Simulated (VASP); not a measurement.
# B (P6/mmm) in VASP: a series of runs

Runs on B. Level: PBEsol. Tasks: single point.

Program: VASP 6.6.1. These are calculated values, not measurements. Logs are shortened: lines on timing, memory, paths and dates and some standing lists are left out, and cuts for length are marked.

### 1 The cell of the first run

It takes space group P6/mmm (No. 191, hexagonal). The conventional cell has a = 1.651 Å, b = 1.651 Å, c = 3.526 Å, α = 90.00°, β = 90.00°, γ = 120.00°. Within 2.2 Å of B (site symmetry 6/mmm) lie 6 B at 1.65 Å.

### 2 Single point, PBEsol (strain -0.030 along x and y, -0.030 along z)

File INCAR:

```
SYSTEM = B
ALGO = Normal
EDIFF = 1E-7
ENCUT = 520
GGA = PS
ISIF = 2
ISMEAR = 0
LASPH = .TRUE.
LCHARG = .FALSE.
LREAL = .FALSE.
LWAVE = .FALSE.
NBANDS = 8
NELM = 60
PREC = Accurate
SIGMA = 0.15
```

File KPOINTS:

```
k-points
0
G
  33 33 14
  0 0 0
```

File POSCAR:

```
B
1.0
    1.6513605685      0.0000000000      0.0000000000
   -0.8256802843      1.4301202032      0.0000000000
    0.0000000000      0.0000000000      3.5263601645
B
1
Direct
    0.0000000000      0.0000000000      0.0000000000
```

Potentials or basis: VASP PAW PBE potentials, release 64 (B).

Run with:

```bash
$ cat potpaw_PBE.64/B/POTCAR > POTCAR
$ mpirun -np 1 vasp_std > vasp.out
```

OUTCAR:

```text
SYSTEM = B
   EDIFF = 1E-7
   ENCUT = 520
   GGA = PS
   ISIF = 2
   ISMEAR = 0
   LASPH = .TRUE.
   LREAL = .FALSE.
   NELM = 60
   PREC = Accurate

 ion  position               nearest neighbor table
   1  0.000  0.000  0.000-

  LATTYP: Found a hexagonal cell.
 ALAT       =     1.6513605685
 C/A-ratio  =     2.1354271331

  Lattice vectors:

 A1 = (   1.6513605685,   0.0000000000,   0.0000000000)
 A2 = (  -0.8256802843,   1.4301202032,   0.0000000000)
 A3 = (   0.0000000000,   0.0000000000,   3.5263601645)

Analysis of symmetry for initial positions (statically):
=====================================================================
 Subroutine PRICEL returns:
 Original cell was already a primitive cell.

 Routine SETGRP: Setting up the symmetry group for a
 hexagonal supercell.

 Subroutine GETGRP returns: Found 24 space group operations
 (whereof 24 operations were pure point group operations)
 out of a pool of 24 trial point group operations.

The static configuration has the point symmetry D_6h.

Analysis of symmetry for dynamics (positions and initial velocities):
=====================================================================
 Subroutine PRICEL returns:
 Original cell was already a primitive cell.

 Routine SETGRP: Setting up the symmetry group for a
 hexagonal supercell.

 Subroutine GETGRP returns: Found 24 space group operations
 (whereof 24 operations were pure point group operations)
 out of a pool of 24 trial point group operations.

The dynamic configuration has the point symmetry D_6h.

 Subroutine INISYM returns: Found 24 space group operations
 (whereof 24 operations are pure point group operations),
 and found     1 'primitive' translations

----------------------------------------------------------------------------------------

                                     Primitive cell

  volume of cell :       8.3280

  direct lattice vectors                    reciprocal lattice vectors
     1.651360568  0.000000000  0.000000000     0.605561268  0.349620961  0.000000000
    -0.825680284  1.430120203  0.000000000     0.000000000  0.699241922  0.000000000
     0.000000000  0.000000000  3.526360164     0.000000000  0.000000000  0.283578521

  length of vectors
     1.651360568  1.651360569  3.526360164     0.699241922  0.699241922  0.283578521

[... 71 lines left out ...]
   ICHARG =      2    charge: 1-file 2-atom 10-const
   ISPIN  =      1    spin polarized calculation?
   LNONCOLLINEAR =      F non collinear calculations
   LSORBIT =      F    spin-orbit coupling
   LASPH  =      T    aspherical Exc in radial PAW
   ENCUT  =  520.0 eV  38.22 Ry    6.18 a.u.   3.07  3.07  6.56*2*pi/ulx,y,z
   NELM   =     60;   NELMIN=  2; NELMDL= -5     # of ELM steps
   EDIFF  = 0.1E-06   stopping-criterion for ELM
   LREAL  =      F    real-space projection
   EDIFFG = 0.1E-05   stopping-criterion for IOM
   NSW    =      0    number of steps for IOM
   IBRION =     -1    ionic relax: 0-MD 1-quasi-New 2-CG
   NFREE  =      0    steps in history (QN), initial steepest desc. (CG)
   ISIF   =      2    stress and relaxation
   ISYM   =      2    0-nonsym 1-usesym 2-fastsym
   POTIM  = 0.5000    time-step for ionic-motion
   TEBEG  =    0.0;   TEEND  =   0.0 temperature during run
   PSTRESS=    0.0 pullay stress
   NELECT =       3.0000    total number of electrons
   NUPDOWN=      -1.0000    fix difference up-down
   EMIN   =  10.00;   EMAX   =-10.00  energy-range for DOS
   EFERMI =   0.00;   METHOD = LEGACY
   ISMEAR =     0;   SIGMA  =   0.15  broadening in eV -4-tet -1-fermi 0-gaus
   EFERMI_NEDOS =   21; number of points for ismear=-14 and -15
   IALGO  =     38    algorithm
   IMIX   =      4    mixing-type and parameters
     AMIX     =   0.40;   BMIX     =  1.00
     AMIX_MAG =   1.60;   BMIX_MAG =  1.00
  volume/ion in A,a.u.               =       8.33        56.20
  Fermi-wavevector in a.u.,A,eV,Ry     =   1.164845  2.201238 18.461260  1.356864
  Thomas-Fermi vector in A             =   2.301378
   LORBIT       =      0    0 simple, 1 ext, 2 COOP (PROOUT), +10 PAW based schemes
   GGA     = PS    functional components
   LHFCALC =     F    Hartree Fock is set to
   AEXX    =    0.0000 exact exchange contribution
   IVDW    =     0    specifies the selected vdW correction
   LEPSILON=     F    determine dielectric tensor
   LRPA    =     F    only Hartree local field effects (RPA)
 non-spin polarized calculation
 Gauss-broadening in eV      SIGMA  =   0.15
  energy-cutoff  :      520.00
  volume of cell :        8.33
 maximum number of plane-waves:       243
   NGX =  7   NGY =  7   NGZ = 13

 number of electron       3.0000000 magnetization

 Free energy of the ion-electron system (eV)
  ---------------------------------------------------
  ext. energy  EPLUGINS =         0.00000000
  ---------------------------------------------------
  free energy    TOTEN  =        -6.24924435 eV

  energy without entropy =       -6.24623076  energy(sigma->0) =       -6.24773756

 E-fermi :   6.0883     XC(G=0): -10.5998

 val. band max:        6.0864028293   @ k =   0.2727   0.0909   0.0000
 cond. band min:       6.1024004181   @ k =   0.3030   0.2727   0.2857
 fundamental gap:      0.0159975888
 Fermi energy:         6.0882723273

 k-point     1 :       0.0000    0.0000    0.0000
  band No.  band energies     occupation
      1     -11.9303      2.00000
      2      -1.3090      2.00000
      3       8.0312      0.00000
      4      33.1077      0.00000
      5      33.1077      0.00000
      6      33.5522      0.00000
      7      39.6201      0.00000
      8      55.0281      0.00000
[... 243 lines left out ...]
 k-point    24 :       0.2121    0.0303    0.0000
  band No.  band energies     occupation
      1      -9.4642      2.00000
      2       2.3428      2.00000
      3      11.0167      0.00000
      4      22.8408      0.00000
      5      27.5819      0.00000
      6      35.3734      0.00000
      7      41.9338      0.00000
      8      45.0517      0.00000

 [... further k-points ...]
[... 5 lines left out ...]
  --------------------------------------------------------------------------------------
  -------------------------------------------------------------------------------------
  Total        1.7319493      1.7319493     -0.0124790     -0.0000000     -0.0000000      0.0000000
  in kB      333.1997324    333.1997325     -2.4007536     -0.0000000     -0.0000000      0.0000000
  external PRESSURE =     221.3329038 kB  Pullay stress =       0.0000000 kB

 VOLUME and BASIS-vectors are now :
 -----------------------------------------------------------------------------
  energy-cutoff  :      520.00
  volume of cell :        8.33
      direct lattice vectors                 reciprocal lattice vectors
     1.651360568  0.000000000  0.000000000     0.605561268  0.349620961  0.000000000
    -0.825680284  1.430120203  0.000000000     0.000000000  0.699241922  0.000000000
     0.000000000  0.000000000  3.526360164     0.000000000  0.000000000  0.283578521

 POSITION                                       TOTAL-FORCE (eV/Angst)
 -----------------------------------------------------------------------------------
      0.00000      0.00000      0.00000         0.000000      0.000000      0.000000
 -----------------------------------------------------------------------------------
    total drift:                                0.000000     -0.000000     -0.000000

  FREE ENERGIE OF THE ION-ELECTRON SYSTEM (eV)
  ---------------------------------------------------
  free  energy   TOTEN  =        -6.2492443545 eV

  energy  without entropy=       -6.2462307561  energy(sigma->0) =       -6.24773756
```

stdout:

```text
POSCAR found type information on POSCAR B
 POSCAR found :  1 types and       1 ions
 scaLAPACK will be used
 -----------------------------------------------------------------------------
|                                                                             |
|                                                                             |
|     You enforced a specific xc type in the INCAR file but a different       |
|     I HOPE YOU KNOW WHAT YOU ARE DOING!                                     |
|                                                                             |
 -----------------------------------------------------------------------------

 LDA part: xc-table for (Slater+PW92), standard interpolation
 POSCAR, INCAR and KPOINTS ok, starting setup
 FFT: planning ... GRIDC
 FFT: planning ... GRID_SOFT
 FFT: planning ... GRID
 WAVECAR not read
 entering main loop
```

It took 22 s on 1 thread of Intel Xeon 6975P-C, shared host; peak memory 0.15 GiB.

What came out:

```
Free energy : -6.2492 eV
Pressure    : 22.1 GPa
```

Stress tensor (GPa, compression positive):
```
33.32  0.00  0.00
 0.00 33.32  0.00
 0.00  0.00 -0.24
```

Levels at points of the mesh, in eV from the Fermi level:
```
           k point  band 1  band 2  band 3  band 4  band 5  band 6  band 7
(0.00, 0.00, 0.00)  -18.02   -7.40    1.94   27.02   27.02   27.46   33.53
(0.00, 0.00, 0.50)  -17.63   -9.55    9.10   14.26   27.03   27.03   48.75
```

Caveat: the cell differs from its parent crystal (strain -0.030 along x and y, -0.030 along z); the PAW data sets were made with another functional, which shifts forces and pressure a little.

### 3 Single point, PBEsol (strain -0.030 along x and y, -0.015 along z)

File INCAR:

```
SYSTEM = B
ALGO = Normal ; EDIFF = 1E-6
ENCUT = 520 ; GGA = PS
ISIF = 2 ; ISMEAR = 0
LASPH = .TRUE. ; LCHARG = .FALSE.
LREAL = .FALSE. ; LWAVE = .FALSE.
NBANDS = 8 ; NELM = 60
PREC = Accurate ; SIGMA = 0.15
```

KPOINTS is that of step 2.

Edit POSCAR of step 2 so:

```diff
@@ -4,3 +4,3 @@
    -0.8256802843      1.4301202032      0.0000000000
-    0.0000000000      0.0000000000      3.5263601645
+    0.0000000000      0.0000000000      3.5808915072
 B
```

Potentials or basis: VASP PAW PBE potentials, release 64 (B).

Run with:

```bash
$ cat potpaw_PBE.64/B/POTCAR > POTCAR
$ mpirun -np 1 vasp_std > vasp.out
```

It took 22 s on 1 thread of Intel Xeon 6975P-C, shared host; peak memory 0.15 GiB.

Results (log left out):

```
Free energy : -6.2490 eV
Pressure    : 21.7 GPa
```

Stress tensor (GPa, compression positive):
```
32.89  0.00  0.00
 0.00 32.89  0.00
 0.00  0.00 -0.59
```

Levels at points of the mesh, in eV from the Fermi level:
| k point | band 1 | band 2 | band 3 | band 4 | band 5 |
| --- | --- | --- | --- | --- | --- |
| (0.00, 0.00, 0.00) | -18.00 | -7.50 | 1.84 | 26.47 | 27.01 |
| (0.00, 0.00, 0.50) | -17.65 | -9.48 | 8.69 | 13.69 | 27.02 |

Caveat: the cell differs from its parent crystal (strain -0.030 along x and y, -0.015 along z); the PAW data sets were made with another functional, which shifts forces and pressure a little.

### 4 Single point, PBEsol (strain -0.030 along x and y, +0.000 along z)

File INCAR:

```
  ALGO = Normal
  EDIFF = 1E-6
  ENCUT = 520
  GGA = PS
  ISIF = 2
  ISMEAR = 0
  LASPH = T
  LCHARG = F
  LREAL = F
  LWAVE = F
  NBANDS = 8
  NELM = 60
  PREC = Accurate
  SIGMA = 0.15
```

File KPOINTS:

```
k-points
0
Gamma
  33 33 14
```

Edit POSCAR of step 3 so:

```diff
@@ -4,3 +4,3 @@
    -0.8256802843      1.4301202032      0.0000000000
-    0.0000000000      0.0000000000      3.5808915072
+    0.0000000000      0.0000000000      3.6354228500
 B
```

Potentials or basis: VASP PAW PBE potentials, release 64 (B).

Run with:

```bash
$ cat potpaw_PBE.64/B/POTCAR > POTCAR
$ mpirun -np 1 vasp_std > vasp.out
```

OUTCAR:

```text
EDIFF = 1E-6
   ENCUT = 520
   GGA = PS
   ISIF = 2
   ISMEAR = 0
   LASPH = T
   LREAL = F
   NELM = 60
   PREC = Accurate

 ion  position               nearest neighbor table
   1  0.000  0.000  0.000-

  LATTYP: Found a hexagonal cell.
 ALAT       =     1.6513605685
 C/A-ratio  =     2.2014712712

  Lattice vectors:

 A1 = (   1.6513605685,   0.0000000000,   0.0000000000)
 A2 = (  -0.8256802843,   1.4301202032,   0.0000000000)
 A3 = (   0.0000000000,   0.0000000000,   3.6354228500)

Analysis of symmetry for initial positions (statically):
=====================================================================
 Subroutine PRICEL returns:
 Original cell was already a primitive cell.

 Routine SETGRP: Setting up the symmetry group for a
 hexagonal supercell.

 Subroutine GETGRP returns: Found 24 space group operations
 (whereof 24 operations were pure point group operations)
 out of a pool of 24 trial point group operations.

The static configuration has the point symmetry D_6h.

Analysis of symmetry for dynamics (positions and initial velocities):
=====================================================================
 Subroutine PRICEL returns:
[... 154 lines left out ...]

 E-fermi :   5.8200     XC(G=0): -10.3989

 val. band max:        5.8082851341   @ k =   0.3030   0.2727   0.2143
 cond. band min:       5.8214928197   @ k =   0.3030   0.2727   0.2857
 fundamental gap:      0.0132076856
 Fermi energy:         5.8199841935

 k-point     1 :       0.0000    0.0000    0.0000
  band No.  band energies     occupation
      1     -12.1672      2.00000
      2      -1.7666      2.00000
      3       7.5723      0.00000
      4      31.3497      0.00000
      5      32.8300      0.00000
      6      32.8300      0.00000
      7      37.1809      0.00000
      8      54.7652      0.00000
[... 243 lines left out ...]
 k-point    24 :       0.2121    0.0303    0.0000
  band No.  band energies     occupation
      1      -9.7094      2.00000
      2       1.8905      2.00000
      3      10.6263      0.00000
      4      22.4599      0.00000
      5      27.2892      0.00000
      6      33.6244      0.00000
      7      40.2670      0.00000
      8      44.0393      0.00000

 [... further k-points ...]
[... 5 lines left out ...]
  --------------------------------------------------------------------------------------
  -------------------------------------------------------------------------------------
  Total        1.7392346      1.7392346     -0.0467334     -0.0000000     -0.0000000      0.0000000
  in kB      324.5632619    324.5632619     -8.7210505     -0.0000000     -0.0000000      0.0000000
  external PRESSURE =     213.4684911 kB  Pullay stress =       0.0000000 kB

 VOLUME and BASIS-vectors are now :
 -----------------------------------------------------------------------------
  energy-cutoff  :      520.00
  volume of cell :        8.59
      direct lattice vectors                 reciprocal lattice vectors
     1.651360568  0.000000000  0.000000000     0.605561268  0.349620961  0.000000000
    -0.825680284  1.430120203  0.000000000     0.000000000  0.699241922  0.000000000
     0.000000000  0.000000000  3.635422850     0.000000000  0.000000000  0.275071165

 POSITION                                       TOTAL-FORCE (eV/Angst)
 -----------------------------------------------------------------------------------
      0.00000      0.00000      0.00000         0.000000      0.000000      0.000000
 -----------------------------------------------------------------------------------
    total drift:                                0.000000     -0.000000     -0.000000

  FREE ENERGIE OF THE ION-ELECTRON SYSTEM (eV)
  ---------------------------------------------------
  free  energy   TOTEN  =        -6.2485272904 eV

  energy  without entropy=       -6.2455479891  energy(sigma->0) =       -6.24703764
```

OSZICAR:

```text
N       E                     dE             d eps       ncg     rms          rms(c)
DAV:   1    -0.248197178679E+01   -0.24820E+01   -0.15823E+03 14592   0.292E+02
DAV:   2    -0.683831918829E+01   -0.43563E+01   -0.41324E+01 19168   0.468E+01
DAV:   3    -0.684740752179E+01   -0.90883E-02   -0.90838E-02 15600   0.233E+00
DAV:   4    -0.684741074198E+01   -0.32202E-05   -0.32203E-05 20976   0.385E-02
DAV:   5    -0.684741074271E+01   -0.72527E-09   -0.35038E-09 15528   0.232E-04    0.362E+00
DAV:   6    -0.639351339585E+01    0.45390E+00   -0.40348E-01 14624   0.246E+00    0.204E+00
DAV:   7    -0.624878130192E+01    0.14473E+00   -0.45227E-01 15056   0.253E+00    0.411E-01
DAV:   8    -0.625096684717E+01   -0.21855E-02   -0.19076E-02 14976   0.580E-01    0.200E-01
DAV:   9    -0.624856819449E+01    0.23987E-02   -0.48780E-03 15072   0.271E-01    0.273E-02
DAV:  10    -0.624853479994E+01    0.33395E-04   -0.78857E-05 17776   0.421E-02    0.101E-02
DAV:  11    -0.624852725503E+01    0.75449E-05   -0.24695E-05 16168   0.200E-02    0.105E-03
DAV:  12    -0.624852729043E+01   -0.35394E-07   -0.62684E-08  9416   0.221E-03
   1 F= -.62485273E+01 E0= -.62470376E+01  d E =-.297930E-02
```

Wall time 21 s (1 thread of Intel Xeon 6975P-C, shared host); peak memory 0.15 GiB.

Results:

* Free energy: -6.2485 eV
* Pressure: 21.3 GPa

Stress tensor (GPa, compression positive):
```
32.46  0.00  0.00
 0.00 32.46  0.00
 0.00  0.00 -0.87
```

Levels at points of the mesh, in eV from the Fermi level:
```
           k point  band 1  band 2  band 3  band 4  band 5  band 6  band 7
(0.00, 0.00, 0.00)  -17.99   -7.59    1.75   25.53   27.01   27.01   31.36
(0.00, 0.00, 0.50)  -17.68   -9.42    8.32   13.15   27.02   27.02   46.46
```

Caveat: the cell differs from its parent crystal (strain -0.030 along x and y, +0.000 along z); the PAW data sets were made with another functional, which shifts forces and pressure a little.

### 5 Single point, PBEsol (strain -0.015 along x and y, -0.030 along z)

File INCAR:

```
ALGO = Normal ; EDIFF = 1E-7
ENCUT = 520 ; GGA = PS
ISIF = 2 ; ISMEAR = 0
LASPH = True ; LCHARG = False
LREAL = False ; LWAVE = False
NBANDS = 8 ; NELM = 80
PREC = Accurate ; SIGMA = 0.15
```

KPOINTS is that of step 4.

File POSCAR:

```
B
1.0
    1.6768970722      0.0000000000      0.0000000000
   -0.8384485361      1.4522354640      0.0000000000
    0.0000000000      0.0000000000      3.5263601645
B
1
Direct
    0.0000000000      0.0000000000      0.0000000000
```

Run with:

```bash
$ cat potpaw_PBE.64/B/POTCAR > POTCAR
$ mpirun -np 1 vasp_std > vasp.out
```

Run time: 22 s. Hardware: 1 thread of Intel Xeon 6975P-C, shared host; peak memory 0.15 GiB.

It converged, with:

| Quantity | Value |
| --- | --- |
| Free energy | -6.2900 eV |
| Pressure | 11.4 GPa |

Stress tensor (GPa, compression positive):
```
17.09  0.00  0.00
 0.00 17.09  0.00
 0.00  0.00 -0.07
```

Levels at points of the mesh, in eV from the Fermi level:
```tsv
k point	band 1	band 2	band 3	band 4	band 5	band 6
(0.00, 0.00, 0.00)	-17.67	-7.01	2.13	25.91	25.91	27.65
(0.00, 0.00, 0.50)	-17.26	-9.23	9.34	14.51	25.92	25.92
```

Caveat: the cell differs from its parent crystal (strain -0.015 along x and y, -0.030 along z); the PAW data sets were made with another functional, which shifts forces and pressure a little.

### 6 Summary

```tsv
cell	gap on the mesh (eV)	pressure (GPa)
a = 1.651, b = 1.651, c = 3.526 Å, angles 90.0, 90.0, 120.0°, 1 atom	none	22.1
a = 1.651, b = 1.651, c = 3.581 Å, angles 90.0, 90.0, 120.0°, 1 atom	none	21.7
a = 1.651, b = 1.651, c = 3.635 Å, angles 90.0, 90.0, 120.0°, 1 atom	none	21.3
a = 1.677, b = 1.677, c = 3.526 Å, angles 90.0, 90.0, 120.0°, 1 atom	none	11.4
```

Alike in all rows: task single point; level PBEsol; potentials or basis VASP PAW PBE potentials, release 64 (B); no spin polarisation; k mesh 33 × 33 × 14; cutoff (eV) 520; smearing gaussian 0.15 eV.

Caveats: the PAW data sets were made with another functional, which shifts forces and pressure a little.

Absolute energies hang on the potentials; compare differences alone.
